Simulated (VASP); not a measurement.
Sn:

```
Sn
1.0
     0.00000    3.13535    3.28446
     3.13535    0.00000    3.28446
     3.13535    3.13535    0.00000
Sn
2
Direct
  0.00000 0.00000 0.00000
  0.25000 0.25000 0.25000
```

This cell differs from its parent crystal: biaxial xy strain -4.5%.

Base run:

| Quantity | Value |
| --- | --- |
| Program | VASP 6.6.1 |
| Functional | r2SCAN |
| Potentials or basis | VASP PAW PBE potentials, release 64 (Sn_d) |
| Cutoff | 520 eV |
| k mesh | 6 × 6 × 6 |
| Occupations | fermi-dirac, width 0.02 eV |
| Spin | no spin polarisation |

Its results: band gap on the k mesh zero (filled and empty bands touch); pressure 5.0 GPa.

Q: The run is repeated on the same cell with these changes: functional from r2SCAN to PBE; further incar settings from ALGO = Normal; EDIFF = 1e-07; NBANDS = 21 to ALGO = Normal; EDIFF = 1e-06; NBANDS = 21. What comes out?

A: Band gap on the k mesh zero (band 14 reaches 6.47 eV, above the bottom of band 15 at 6.35 eV); pressure 6.5 GPa.

Caveats: spin-orbit coupling is left out, which moves the levels of the heavy elements; the PAW data sets were made with another functional, which shifts forces and pressure a little (some runs).
